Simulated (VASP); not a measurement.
A run of VASP 6.6.1 is set up as follows.

INCAR

```
ALGO = Normal
EDIFF = 1E-7
ENCUT = 520
GGA = PE
GGA_COMPAT = F
ISIF = 2
ISMEAR = 0
LASPH = T
LCHARG = T
LORBIT = 11
LORBMOM = T
LREAL = F
LSORBIT = T
LVHAR = T
LWAVE = F
MAGMOM = 0 0 0 0 0 0
NBANDS = 26
NELM = 150
PREC = Accurate
SIGMA = 0.01
```

File KPOINTS:

```
k-points
0
Gamma
  6 6 6
```

Contents of POSCAR:

```
NaI
1.0
    4.0405366006      0.0000000000      0.0000000000
    0.0000000000      4.0405366006      0.0000000000
    0.0000000000      0.0000000000      4.0405366006
Na I
1 1
Direct
    0.0000000000      0.0000000000      0.0000000000
    0.5000000000      0.5000000000      0.5000000000
```

Potentials or basis: VASP PAW PBE potentials, release 64 (Na_pv, I).

Command:

```sh
$ cat potpaw_PBE.64/Na_pv/POTCAR potpaw_PBE.64/I/POTCAR > POTCAR
$ mpirun -np 1 vasp_ncl > vasp.out
```

(1) What does it give for the pressure?

(2) Predict the net moment.

Results:

(1) 0.3 GPa.

(2) 0.00 μB per cell.

Caveat: the structure was generated, so it needn't be the stable form of NaI.
